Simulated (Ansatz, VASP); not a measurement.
## ZnGeP2: VASP beside Ansatz

Contents of INCAR:

```
PREC = Accurate
ENCUT = 500
EDIFF = 1E-6
ISMEAR = -1
SIGMA = 0.02
LREAL = False
LASPH = True
NELM = 120
ALGO = Normal
ISIF = 2
LWAVE = False
LCHARG = True
GGA = PE
LELF = True
LVHAR = True
NBANDS = 46
GGA_COMPAT = False
```

Contents of KPOINTS:

```
Automatic mesh
0
Gamma
  6 6 6
```

The input POSCAR:

```
ZnGeP2
1.0
   -2.6961071790      2.6961071790      5.4119890268
    2.6961071790     -2.6961071790      5.4119890268
    2.6961071790      2.6961071790     -5.4119890268
Zn Ge P
2 2 4
Direct
    0.7500000000      0.2500000000      0.5000000000
    0.0000000000      0.0000000000      0.0000000000
    0.2500000000      0.7500000000      0.5000000000
    0.5000000000      0.5000000000      0.0000000000
    0.1283893053      0.6250000000      0.0033893053
    0.8750000000      0.8716106947      0.4966106947
    0.3750000000      0.3783893053      0.5033893053
    0.6216106947      0.1250000000      0.9966106947
```

Input for Ansatz:

```yaml
crystal:
  lattice:
    - [-2.696107179, 2.696107179, 5.4119890268]
    - [2.696107179, -2.696107179, 5.4119890268]
    - [2.696107179, 2.696107179, -5.4119890268]
  atoms:
    - { symbol: Zn, position: [0.75, 0.25, 0.5] }
    - { symbol: Zn, position: [0.0, 0.0, 0.0] }
    - { symbol: Ge, position: [0.25, 0.75, 0.5] }
    - { symbol: Ge, position: [0.5, 0.5, 0.0] }
    - { symbol: P, position: [0.1283893053, 0.625, 0.0033893053] }
    - { symbol: P, position: [0.875, 0.8716106947, 0.4966106947] }
    - { symbol: P, position: [0.375, 0.3783893053, 0.5033893053] }
    - { symbol: P, position: [0.6216106947, 0.125, 0.9966106947] }
kpoints:
  mp_grid: { grid: [6, 6, 6] }
  band_path:
    path:
      - [0.0, 0.0, 0.0]
      - [0.0, 0.0, 0.5]
      - [0.25, 0.25, 0.25]
      - [0.0, 0.5, 0.0]
      - [0.5, 0.5, -0.5]
      - [0.3144035238, 0.6855964762, -0.3144035238]
      - [-0.3144035238, 0.3144035238, 0.3144035238]
      - [-0.1288070476, 0.1288070476, 0.5]
      - [0.5, 0.5, -0.1288070476]
      - [0.427083, -0.427083, 0.427083]
    npoints: 1
hamiltonian:
  xc: pbe
scf:
  occupations: { method: fermi_dirac, width: 0.02 }
  n_extra_bands: 6
output:
  forces: true
  stress: true
  eigenvalues: true
```

Change from the starting cell: epitaxial_xy strain -1.0%.

Alike in both runs: task single point; functional PBE; k mesh 6 × 6 × 6; occupations fermi-dirac, width 0.02 eV; no spin polarisation.

|  | VASP | Ansatz |
| --- | --- | --- |
| version | VASP 6.6.1 | Ansatz 0.2.0 |
| potentials or method | VASP PAW PBE potentials, release 64 (Zn, Ge_d, P) | plane waves, PAW |
| plane-wave cutoff (eV) | 500 | 420 |
| valence electrons in the cell | 72 | 72 |

Ansatz gave:

- gap on the k mesh at the Fermi level (eV): 1.29
- pressure (GPa): 3.4
- traceless stress, the component that is largest in VASP (GPa): -0.88
- rms of the force components (eV/Å): 0.040

Estimate VASP's values.

gap on the k mesh at the Fermi level (eV): 1.29; pressure (GPa): 3.4; traceless stress, the component that is largest in VASP (GPa): -0.88; rms of the force components (eV/Å): 0.026.

Atom by atom the forces differ by 0.013 eV/Å (rms over components).
